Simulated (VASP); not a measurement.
Crystal: Pb.

```xyz
3
Lattice="5.8856 0.0000 0.0000 -2.9428 5.0971 0.0000 0.0000 0.0000 3.6081" Properties=species:S:1:pos:R:3 pbc="T T T"
Pb    0.0000    0.0000    0.0000
Pb    0.0000    3.3981    1.8041
Pb    2.9428    1.6990    1.8041
```

- Program: VASP 6.6.1
- Task: relaxation of cell and atoms
- Functional: PBE
- Potentials or basis: VASP PAW PBE potentials, release 64 (Pb_d)
- Cutoff: 600 eV
- k mesh: 9 × 9 × 14
- Occupations: gaussian, width 0.1 eV
- Spin: no spin polarisation

At the start: pressure -3.3 GPa; volume 36.08 Å³/atom.

Where does the relaxation end?

Over 6 steps the energy falls by 46.1 meV/atom and the volume is 32.15 Å³/atom (-10.9 %); space group P6/mmm (No. 191, to 0.05 Å).

The path:
| step | energy change (eV) | largest force (eV/Å) | pressure (GPa) | volume (Å³) |
| --- | --- | --- | --- | --- |
| 1 | 0.0000 | 0.0000 | -3.34 | 108.24 |
| 2 | -0.1375 | 0.0000 | -0.15 | 96.88 |
| 3 | -0.1377 | 0.0000 | -0.02 | 96.52 |
| 4 | -0.1382 | 0.0000 | -0.03 | 96.49 |
| 5 | -0.1384 | 0.0000 | -0.03 | 96.46 |
| 6 | -0.1384 | 0.0000 | -0.03 | 96.45 |

Final structure:
```
Pb
1.0
     5.68181    0.00000    0.00000
    -2.84090    4.92059    0.00000
     0.00000    0.00000    3.44969
Pb
3
Direct
  0.00000 0.00000 0.00000
  0.33333 0.66667 0.50000
  0.66667 0.33333 0.50000
```
